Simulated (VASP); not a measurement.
A run of VASP 6.6.1:

File INCAR:

```
SYSTEM = Al
PREC = Accurate
ENCUT = 520
EDIFF = 1E-6
ISMEAR = 0
SIGMA = 0.15
LREAL = .False.
LASPH = .True.
NELM = 100
ALGO = Fast
ISIF = 2
LWAVE = .False.
LCHARG = .False.
GGA = PS
IVDW = 12
NBANDS = 14
```

KPOINTS

```
Automatic mesh
0
Gamma
  18 18 6
  0 0 0
```

Contents of POSCAR:

```
Al
1.0
    2.7081203887      0.0000000000      0.0000000000
   -1.3540601943      2.3453010532      0.0000000000
    0.0000000000      0.0000000000      9.4386119909
Al
4
Direct
    0.0000000000      0.0000000000      0.0000000000
    0.3333333333      0.6666666667      0.2500000000
    0.0000000000      0.0000000000      0.5000000000
    0.6666666667      0.3333333333      0.7500000000
```

Potentials or basis: VASP PAW PBE potentials, release 64 (Al).

Launch:

```sh
$ cat potpaw_PBE.64/Al/POTCAR > POTCAR
$ mpirun -np 1 vasp_std > vasp.out
```

Hardware: 1 thread of Intel(R) Xeon(R) 6975P-C (Granite Rapids), with other jobs on the host.

Q: How long does it take, and how much memory?

A: Run time: 50 s on 1 thread of Intel(R) Xeon(R) 6975P-C (Granite Rapids) (shared host), peak memory 0.23 GiB. Counts: scf iterations 13, k points 148.
